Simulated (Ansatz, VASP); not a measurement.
Two plane-wave programs on AlNi

The input INCAR:

```
  PREC = Accurate
  ENCUT = 520
  EDIFF = 1E-6
  ISMEAR = 0
  SIGMA = 0.15
  LREAL = False
  LASPH = True
  NELM = 60
  ALGO = Normal
  ISIF = 2
  LWAVE = False
  LCHARG = False
  GGA = PE
  NBANDS = 14
```

KPOINTS

```
regular mesh
0
Gamma
  16 16 16
```

Contents of POSCAR:

```
AlNi
1.0
    2.8204056860      0.0000000000      0.0000000000
    0.0000000000      2.8204056860      0.0000000000
    0.0000000000      0.0000000000      2.8204056860
Al Ni
1 1
Direct
    0.0000000000      0.0000000000     -0.0138277980
    0.5000000000      0.5000000000      0.5063566817
```

Input for Ansatz:

```yaml
crystal:
  lattice:
    - [2.820405686, 0.0, 0.0]
    - [0.0, 2.820405686, 0.0]
    - [0.0, 0.0, 2.820405686]
  atoms:
    - { symbol: Al, position: [0.0, 0.0, -0.013827798] }
    - { symbol: Ni, position: [0.5, 0.5, 0.5063566817] }
basis:
  ecutwfc: 520.0
kpoints:
  mp_grid: { grid: [16, 16, 16] }
hamiltonian:
  xc: pbe
  pseudopotentials: { kind: paw, azcp: { folder: soft_1 } }
scf:
  occupations: { method: gaussian, width: 0.15 }
output:
  forces: true
  stress: true
  eigenvalues: true
```

Change from the starting cell: mode 6 frozen in at -0.040 Å, equal normal strain along x, y and z -0.0250.

Alike in both runs: task single point; functional PBE; k mesh 16 × 16 × 16; occupations gaussian, width 0.15 eV; no spin polarisation.

|  | VASP | Ansatz |
| --- | --- | --- |
| version | VASP 6.6.1 | Ansatz 0.2.0 |
| potentials or method | VASP PAW PBE potentials, release 64 (Al, Ni), cutoff 520 eV | scalar-relativistic, plane waves, PAW |
| valence electrons in the cell | 13 | 21 |

```csv
,VASP,Ansatz,Ansatz less VASP
gap on the k mesh at the Fermi level (eV),none,none,-
pressure (GPa),14.6,14.5,-0.07
"traceless stress, the component that is largest in VASP (GPa)",-0.16,-0.16,+0.003
rms of the force components (eV/Å),0.250,0.249,-0.0017
```

Atom by atom the forces differ by 0.002 eV/Å (rms over components). A gap of «none» marks a metal or a gap that the smearing closes. VASP's potentials hold 13 valence electrons a cell and Ansatz's 21, so a difference there can come from the potentials and not from the codes.
